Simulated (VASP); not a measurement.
# La (P6_3/mmc) in VASP: notebook, part 2 of 2

VASP 6.6.1. The steps go on from the part before.

## 3. Single point, r2SCAN

This run uses another cell than the first one, of 35.48 Å³/atom, 1.021 times its volume.

POSCAR reads:

```
La
1.0
    3.6993181115      0.0000000000      0.0000000000
   -1.8496590557      3.2037034612      0.0000000000
    0.0000000000      0.0000000000      5.9879629165
La
2
Direct
    0.6666666667      0.3333333333      0.7500000000
    0.3333333333      0.6666666667      0.2500000000
```

INCAR.step1 reads:

```
ALGO = Normal
EDIFF = 1E-4
ENCUT = 520
GGA = PE
ISMEAR = -1
LASPH = T
LCHARG = F
LREAL = F
LWAVE = T
NBANDS = 18
NELM = 100
PREC = Accurate
SIGMA = 0.05
```

INCAR.step2 reads:

```
ALGO = Normal
EDIFF = 1E-6
ENCUT = 520
ISIF = 2
ISMEAR = -1
ISTART = 1
LASPH = T
LCHARG = T
LELF = T
LMIXTAU = T
LREAL = F
LVHAR = T
LWAVE = F
METAGGA = R2SCAN
NBANDS = 18
NELM = 100
PREC = Accurate
SIGMA = 0.05
```

KPOINTS reads:

```
k-points
0
Gamma
  8 8 5
```

Potentials or basis: VASP PAW PBE potentials, release 64 (La).

The run is started by

```console
$ cat potpaw_PBE.64/La/POTCAR > POTCAR
$ cp INCAR.step1 INCAR
$ mpirun -np 1 vasp_std > vasp.out
$ cp INCAR.step2 INCAR
$ mpirun -np 1 vasp_std > vasp.out
```

OUTCAR:

```text
EDIFF = 1E-6
   ENCUT = 520
   ISIF = 2
   ISMEAR = -1
   ISTART = 1
   LASPH = T
   LREAL = F
   METAGGA = R2SCAN
   NELM = 100
   PREC = Accurate

 ion  position               nearest neighbor table
   1  0.667  0.333  0.750-   2 3.68   2 3.68   2 3.68   2 3.68   2 3.68   2 3.68
   2  0.333  0.667  0.250-   1 3.68   1 3.68   1 3.68   1 3.68   1 3.68   1 3.68

  LATTYP: Found a hexagonal cell.
 ALAT       =     3.6993181115
 C/A-ratio  =     1.6186666667

  Lattice vectors:

 A1 = (   3.6993181115,   0.0000000000,   0.0000000000)
 A2 = (  -1.8496590557,   3.2037034612,   0.0000000000)
 A3 = (   0.0000000000,   0.0000000000,   5.9879629165)

Analysis of symmetry for initial positions (statically):
=====================================================================
 Subroutine PRICEL returns:
 Original cell was already a primitive cell.

 Routine SETGRP: Setting up the symmetry group for a
 hexagonal supercell.

 Subroutine GETGRP returns: Found 24 space group operations
 (whereof 12 operations were pure point group operations)
 out of a pool of 24 trial point group operations.

The static configuration has the point symmetry D_3d.
 The point group associated with its full space group is D_6h.

Analysis of symmetry for dynamics (positions and initial velocities):
=====================================================================
 Subroutine PRICEL returns:
 Original cell was already a primitive cell.

 Routine SETGRP: Setting up the symmetry group for a
 hexagonal supercell.

 Subroutine GETGRP returns: Found 24 space group operations
 (whereof 12 operations were pure point group operations)
 out of a pool of 24 trial point group operations.

The dynamic configuration has the point symmetry D_3d.
 The point group associated with its full space group is D_6h.

 Subroutine INISYM returns: Found 24 space group operations
[... 106 lines left out ...]
   TEBEG  =    0.0;   TEEND  =   0.0 temperature during run
   PSTRESS=    0.0 pullay stress
   NELECT =      22.0000    total number of electrons
   NUPDOWN=      -1.0000    fix difference up-down
   EMIN   =  10.00;   EMAX   =-10.00  energy-range for DOS
   EFERMI =   0.00;   METHOD = LEGACY
   ISMEAR =    -1;   SIGMA  =   0.05  broadening in eV -4-tet -1-fermi 0-gaus
   EFERMI_NEDOS =   21; number of points for ismear=-14 and -15
   IALGO  =     38    algorithm
   IMIX   =      4    mixing-type and parameters
     AMIX     =   0.40;   BMIX     =  1.00
     AMIX_MAG =   1.60;   BMIX_MAG =  1.00
  volume/ion in A,a.u.               =      35.48       239.45
  Fermi-wavevector in a.u.,A,eV,Ry     =   1.107979  2.093776 16.702737  1.227617
  Thomas-Fermi vector in A             =   2.244500
   LORBIT       =      0    0 simple, 1 ext, 2 COOP (PROOUT), +10 PAW based schemes
   METAGGA = R2SCAN    functional components
   LHFCALC =     F    Hartree Fock is set to
   AEXX    =    0.0000 exact exchange contribution
   IVDW    =     0    specifies the selected vdW correction
   LEPSILON=     F    determine dielectric tensor
   LRPA    =     F    only Hartree local field effects (RPA)
 non-spin polarized calculation
  energy-cutoff  :      520.00
  volume of cell :       70.97
 maximum number of plane-waves:      1928
 NGX is ok and might be reduce to    28
   NGX = 13   NGY = 13   NGZ = 23

 number of electron      22.0000000 magnetization

 Free energy of the ion-electron system (eV)
  ---------------------------------------------------
  ext. energy  EPLUGINS =         0.00000000
  ---------------------------------------------------
  free energy    TOTEN  =       -59.39250335 eV

  energy without entropy =      -59.35952231  energy(sigma->0) =      -59.37601283

 E-fermi :   8.4184     XC(G=0): -10.4211

 val. band max:        8.3942991308   @ k =   0.2500   0.0000   0.0000
 cond. band min:       8.4263790206   @ k =   0.2500   0.2500   0.2000
 fundamental gap:      0.0320798898
 Fermi energy:         8.4184426490

 k-point     1 :       0.0000    0.0000    0.0000
  band No.  band energies     occupation
      1     -25.5989      2.00000
      2     -25.3358      2.00000
      3      -9.6589      2.00000
      4      -8.2219      2.00000
      5      -8.2219      2.00000
      6      -8.0109      2.00000
[... 481 lines left out ...]
      5      -8.5516      2.00000
      6      -8.4187      2.00000
[... 10 lines left out ...]
     17      10.5806      0.00000
     18      10.6216      0.00000

 [... further k-points ...]
[... 5 lines left out ...]
  --------------------------------------------------------------------------------------
  -------------------------------------------------------------------------------------
  Total        1.0237143      1.0237143      0.6302119      0.0000000      0.0000000      0.0000000
  in kB       23.1119318     23.1119318     14.2280084      0.0000000      0.0000000      0.0000000
  external PRESSURE =      20.1506240 kB  Pullay stress =       0.0000000 kB

 VOLUME and BASIS-vectors are now :
 -----------------------------------------------------------------------------
  energy-cutoff  :      520.00
  volume of cell :       70.97
      direct lattice vectors                 reciprocal lattice vectors
     3.699318111  0.000000000  0.000000000     0.270320089  0.156069376  0.000000000
    -1.849659056  3.203703461  0.000000000     0.000000000  0.312138752  0.000000000
     0.000000000  0.000000000  5.987962916     0.000000000  0.000000000  0.167001702

 POSITION                                       TOTAL-FORCE (eV/Angst)
 -----------------------------------------------------------------------------------
      1.84966      1.06790      4.49097        -0.000000      0.000000      0.000000
     -0.00000      2.13580      1.49699         0.000000     -0.000000      0.000000
 -----------------------------------------------------------------------------------
    total drift:                               -0.000000      0.000000     -0.000000

  FREE ENERGIE OF THE ION-ELECTRON SYSTEM (eV)
  ---------------------------------------------------
  free  energy   TOTEN  =       -59.3925033476 eV

  energy  without entropy=      -59.3595223107  energy(sigma->0) =      -59.37601283
```

OUTCAR.step1:

```text
EDIFF = 1E-4
   ENCUT = 520
   GGA = PE
   ISMEAR = -1
   LASPH = T
   LREAL = F
[... 726 lines left out ...]
 -----------------------------------------------------------------------------------
      1.84966      1.06790      4.49097        -0.000000      0.000000      0.000000
     -0.00000      2.13580      1.49699         0.000000     -0.000000      0.000000
 -----------------------------------------------------------------------------------
    total drift:                               -0.000000      0.000000     -0.000000

  FREE ENERGIE OF THE ION-ELECTRON SYSTEM (eV)
  ---------------------------------------------------
  free  energy   TOTEN  =        -9.6879399408 eV

  energy  without entropy=       -9.6516708969  energy(sigma->0) =       -9.66980542
```

Run time: 1.8 min. Hardware: 1 thread of Intel Xeon 6975P-C (Granite Rapids), shared host; peak memory 0.21 GiB.

What came out:

```
Free energy            : -59.3925 eV
Pressure               : 2.0 GPa
Band gap on the k mesh : zero (band 11 reaches 9.73 eV, above the bottom of band 12 at 8.19 eV)
```

Levels at points of the mesh, in eV from the Fermi level:
```
           k point  band 7  band 8  band 9  band 10  band 11  band 12  band 13  band 14  band 15  band 16
(0.00, 0.00, 0.00)  -16.43  -16.40   -3.27    -1.88     1.31     1.49     1.49     1.84     1.97     1.98
(0.50, 0.00, 0.00)  -16.81  -16.62   -1.82    -1.35    -1.18     1.39     1.40     1.53     1.79     2.25
```

Caveat: the PAW data sets were made with another functional, which shifts forces and pressure a little; spin-orbit coupling is left out, which moves the levels of the heavy elements.

## 4. Single point, r2SCAN

This run uses another cell than the first one, of 36.22 Å³/atom, 1.043 times its volume.

POSCAR reads:

```
La
1.0
    3.7248314564      0.0000000000      0.0000000000
   -1.8624157282      3.2257986661      0.0000000000
    0.0000000000      0.0000000000      6.0292605175
La
2
Direct
    0.6666666667      0.3333333333      0.7500000000
    0.3333333333      0.6666666667      0.2500000000
```

INCAR.step1 reads:

```
SYSTEM = La
  PREC = Accurate
  ENCUT = 520
  ISMEAR = -1
  SIGMA = 0.05
  LREAL = .FALSE.
  LASPH = .TRUE.
  NELM = 80
  NBANDS = 18
  GGA = PE
  ALGO = Normal
  EDIFF = 1E-4
  LWAVE = .TRUE.
  LCHARG = .FALSE.
```

INCAR.step2 reads:

```
SYSTEM = La
  PREC = Accurate
  ENCUT = 520
  EDIFF = 1E-6
  ISMEAR = -1
  SIGMA = 0.05
  LREAL = .FALSE.
  LASPH = .TRUE.
  NELM = 80
  ALGO = Normal
  ISIF = 2
  LWAVE = .FALSE.
  LCHARG = .FALSE.
  METAGGA = R2SCAN
  LMIXTAU = .TRUE.
  NBANDS = 18
  ISTART = 1
```

KPOINTS reads:

```
Automatic mesh
0
G
  8 8 5
  0 0 0
```

The run is started by

```console
$ cat potpaw_PBE.64/La/POTCAR > POTCAR
$ cp INCAR.step1 INCAR
$ mpirun -np 1 vasp_std > vasp.out
$ cp INCAR.step2 INCAR
$ mpirun -np 1 vasp_std > vasp.out
```

Wall time 1.9 min (1 thread of Intel Xeon 6975P-C (Granite Rapids), shared host); peak memory 0.21 GiB.

The run converged. Its results:

```
Free energy            : -59.4089 eV
Pressure               : 1.5 GPa
Band gap on the k mesh : zero (band 11 reaches 9.52 eV, above the bottom of band 12 at 8.01 eV)
```

Stress tensor (GPa, compression positive):
```
1.80 0.00 0.00
0.00 1.80 0.00
0.00 0.00 0.85
```

Levels at points of the mesh, in eV from the Fermi level:
```
           k point  band 7  band 8  band 9  band 10  band 11  band 12  band 13  band 14  band 15  band 16
(0.00, 0.00, 0.00)  -16.50  -16.47   -3.29    -1.86     1.31     1.48     1.48     1.82     1.95     1.96
(0.50, 0.00, 0.00)  -16.86  -16.68   -1.76    -1.31    -1.18     1.33     1.38     1.49     1.77     2.20
```

Caveat: the PAW data sets were made with another functional, which shifts forces and pressure a little; spin-orbit coupling is left out, which moves the levels of the heavy elements.

## 5. Single point, r2SCAN

This run uses another cell than the first one, of 36.96 Å³/atom, 1.064 times its volume.

POSCAR reads:

```
La
1.0
    3.7500000000      0.0000000000      0.0000000000
   -1.8750000000      3.2475952642      0.0000000000
    0.0000000000      0.0000000000      6.0700000000
La
2
Direct
    0.6666666667      0.3333333333      0.7500000000
    0.3333333333      0.6666666667      0.2500000000
```

INCAR.step1 reads:

```
  ALGO = Normal
  EDIFF = 1E-4
  ENCUT = 520
  GGA = PE
  ISMEAR = -1
  LASPH = True
  LCHARG = False
  LREAL = False
  LWAVE = True
  NBANDS = 18
  NELM = 60
  PREC = Accurate
  SIGMA = 0.05
```

INCAR.step2 reads:

```
  ALGO = Normal
  EDIFF = 1E-7
  ENCUT = 520
  ISIF = 2
  ISMEAR = -1
  ISTART = 1
  LASPH = True
  LCHARG = False
  LMIXTAU = True
  LREAL = False
  LWAVE = False
  METAGGA = R2SCAN
  NBANDS = 18
  NELM = 60
  PREC = Accurate
  SIGMA = 0.05
```

KPOINTS reads:

```
k-points
0
Gamma
  8 8 5
```

The run is started by

```console
$ cat potpaw_PBE.64/La/POTCAR > POTCAR
$ cp INCAR.step1 INCAR
$ mpirun -np 1 vasp_std > vasp.out
$ cp INCAR.step2 INCAR
$ mpirun -np 1 vasp_std > vasp.out
```

Wall time 2.5 min (1 thread of Intel Xeon 6975P-C (Granite Rapids), shared host); peak memory 0.21 GiB.

It converged, with:

```
Free energy            : -59.4203 eV
Pressure               : 0.9 GPa
Band gap on the k mesh : zero (band 11 reaches 9.32 eV, above the bottom of band 12 at 7.83 eV)
```

Stress tensor (GPa, compression positive):
```
1.28 0.00 0.00
0.00 1.28 0.00
0.00 0.00 0.29
```

Levels at points of the mesh, in eV from the Fermi level:
| k point | band 7 | band 8 | band 9 | band 10 | band 11 | band 12 | band 13 | band 14 | band 15 | band 16 |
| --- | --- | --- | --- | --- | --- | --- | --- | --- | --- | --- |
| (0.00, 0.00, 0.00) | -16.57 | -16.54 | -3.32 | -1.83 | 1.31 | 1.47 | 1.47 | 1.80 | 1.92 | 1.92 |
| (0.50, 0.00, 0.00) | -16.90 | -16.74 | -1.70 | -1.27 | -1.18 | 1.26 | 1.38 | 1.45 | 1.75 | 2.16 |

Caveat: the PAW data sets were made with another functional, which shifts forces and pressure a little; spin-orbit coupling is left out, which moves the levels of the heavy elements.

## 6. Single point, PBEsol

This run uses another cell than the first one, of 20.71 Å³/atom, 0.596 times its volume.

INCAR reads:

```
SYSTEM = La
PREC     = Accurate       ! precision mode
ENCUT    = 520            ! plane-wave cutoff, eV
EDIFF    = 1E-6           ! SCF threshold, eV
ISMEAR   = -1             ! smearing method
SIGMA    = 0.05           ! smearing width, eV
LREAL    = .FALSE.        ! projectors in reciprocal space
LASPH    = .TRUE.         ! aspherical terms in the spheres
NELM     = 80             ! most SCF steps
ALGO     = Fast           ! electronic algorithm
ISIF     = 2              ! what is computed and relaxed
LWAVE    = .FALSE.        ! write WAVECAR
LCHARG   = .FALSE.        ! write CHGCAR
GGA      = PS             ! functional
NBANDS   = 18             ! bands
```

KPOINTS reads:

```
regular mesh
0
G
  8 8 5
  0 0 0
```

POSCAR reads:

```
La
1.0
    3.0327720365      0.0000000000      0.0000000000
   -1.5163860183      2.6264576275      0.0000000000
    0.0000000000      0.0000000000      5.2009076047
La
2
Direct
    0.6666666667      0.3333333333      0.7500000000
    0.3333333333      0.6666666667      0.2500000000
```

Potentials or basis: VASP PAW PBE potentials, release 64 (La).

The run is started by

```console
$ cat potpaw_PBE.64/La/POTCAR > POTCAR
$ mpirun -np 1 vasp_std > vasp.out
```

It took 77 s on 1 thread of AMD EPYC 9R45 (Zen 5), shared host; peak memory 0.15 GiB.

The run converged. Its results:

| Property | Result |
| --- | --- |
| Free energy | -8.9128 eV |
| Pressure | 30.4 GPa |
| Band gap on the k mesh | zero (band 11 reaches 15.96 eV, above the bottom of band 12 at 13.44 eV) |

Stress tensor (GPa, compression positive):
```
30.42  0.00  0.00
 0.00 30.42  0.00
 0.00  0.00 30.34
```

Levels at points of the mesh, in eV from the Fermi level:
```csv
k point,band 8,band 9,band 10,band 11,band 12,band 13,band 14,band 15
"(0.00, 0.00, 0.00)",-13.26,-2.06,-1.18,0.33,1.58,1.58,1.63,1.78
"(0.50, 0.00, 0.00)",-14.22,-3.63,-2.63,-1.46,1.45,1.59,1.95,2.19
```

Caveat: the PAW data sets were made with another functional, which shifts forces and pressure a little; spin-orbit coupling is left out, which moves the levels of the heavy elements.

## 7. The runs side by side

| level | cell | gap on the mesh (eV) | pressure (GPa) |
| --- | --- | --- | --- |
| r2SCAN | a = 3.673, b = 3.673, c = 5.946 Å, angles 90.0, 90.0, 120.0°, 2 atoms | none | 2.6 |
| r2SCAN | a = 3.699, b = 3.699, c = 5.988 Å, angles 90.0, 90.0, 120.0°, 2 atoms | none | 2.0 |
| r2SCAN | a = 3.725, b = 3.725, c = 6.029 Å, angles 90.0, 90.0, 120.0°, 2 atoms | none | 1.5 |
| r2SCAN | a = 3.750, b = 3.750, c = 6.070 Å, angles 90.0, 90.0, 120.0°, 2 atoms | none | 0.9 |
| PBEsol | a = 3.033, b = 3.033, c = 5.201 Å, angles 90.0, 90.0, 120.0°, 2 atoms | none | 30.4 |

Alike in all rows: task single point; potentials or basis VASP PAW PBE potentials, release 64 (La); no spin polarisation; k mesh 8 × 8 × 5; cutoff (eV) 520; smearing fermi-dirac 0.05 eV.

Caveats: the PAW data sets were made with another functional, which shifts forces and pressure a little; spin-orbit coupling is left out, which moves the levels of the heavy elements.

Total energies depend on the potentials used, so only differences within one code and one set of settings carry meaning.
